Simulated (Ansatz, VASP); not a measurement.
## GaN: VASP beside Ansatz

```
Ga N
1.0
     6.03866    0.00000    0.00000
     0.00000    4.26184    0.00000
     0.00000    0.00000    3.01976
Ga N
4 4
Direct
  0.75000 0.00000 0.50006
  0.00000 0.50000 0.00000
  0.25000 0.00000 0.49994
  0.50000 0.50000 0.00000
  0.75000 0.50000 0.50024
  0.00000 0.00000 0.00000
  0.25000 0.50000 0.49976
  0.50000 0.00000 0.00000
```

Alike in both runs: functional PBE; k mesh 4 × 6 × 6; occupations gaussian, width 0.1 eV; no spin polarisation.

Ansatz relaxed the structure, and its values are those at the end. VASP's run is a single point on that final structure, the one shown.

|  | VASP | Ansatz |
| --- | --- | --- |
| version | VASP 6.6.1 | Ansatz 0.2.0 |
| potentials or method | VASP PAW PBE potentials, release 64 (Ga_d, N), cutoff 520 eV | scalar-relativistic, plane waves, PAW |
| valence electrons in the cell | 72 | 72 |

Ansatz gave:

```
gap on the k mesh at the Fermi level (eV) : 0.40
least direct gap on the mesh (eV)         : 0.78
pressure (GPa)                            : 0.1
```

Task: What did VASP give for the same quantities?

Result: gap on the k mesh at the Fermi level (eV): 0.39; least direct gap on the mesh (eV): 0.77; pressure (GPa): 0.9.
